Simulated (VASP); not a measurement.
A run of VASP 6.6.1 is set up as follows.

INCAR

```
ALGO     = Normal         # electronic algorithm
EDIFF    = 1E-7           # SCF threshold, eV
ENCUT    = 520            # plane-wave cutoff, eV
GGA      = PE             # functional
ISIF     = 2              # what is computed and relaxed
ISMEAR   = 0              # smearing method
LASPH    = T              # aspherical terms in the spheres
LCHARG   = F              # write CHGCAR
LREAL    = F              # projectors in reciprocal space
LWAVE    = F              # write WAVECAR
NBANDS   = 15             # bands
NELM     = 100            # most SCF steps
PREC     = Accurate       # precision mode
SIGMA    = 0.01           # smearing width, eV
```

File KPOINTS:

```
k-points
0
Gamma
  4 4 4
```

The input POSCAR:

```
KBr
1.0
    0.0000000000      3.7805067765      3.4939996362
    3.7805067765      0.0000000000      3.4939996362
    3.7805067765      3.7805067765      0.0000000000
K Br
1 1
Direct
    0.0000000000      0.0000000000      0.0000000000
    0.2500000000      0.2500000000      0.2500000000
```

Potentials or basis: VASP PAW PBE potentials, release 64 (K_sv, Br).

Launch:

```console
$ cat potpaw_PBE.64/K_sv/POTCAR potpaw_PBE.64/Br/POTCAR > POTCAR
$ mpirun -np 1 vasp_std > vasp.out
```

**Question.** What does it give for the pressure?

**Answer.** 0.3 GPa.

**Question.** Predict the band gap on the k mesh.

**Answer.** 4.25 eV (least direct gap 4.27 eV).

Caveat: the cell differs from its parent crystal (epitaxial xy strain +2.5%). A k mesh can miss the band edges.
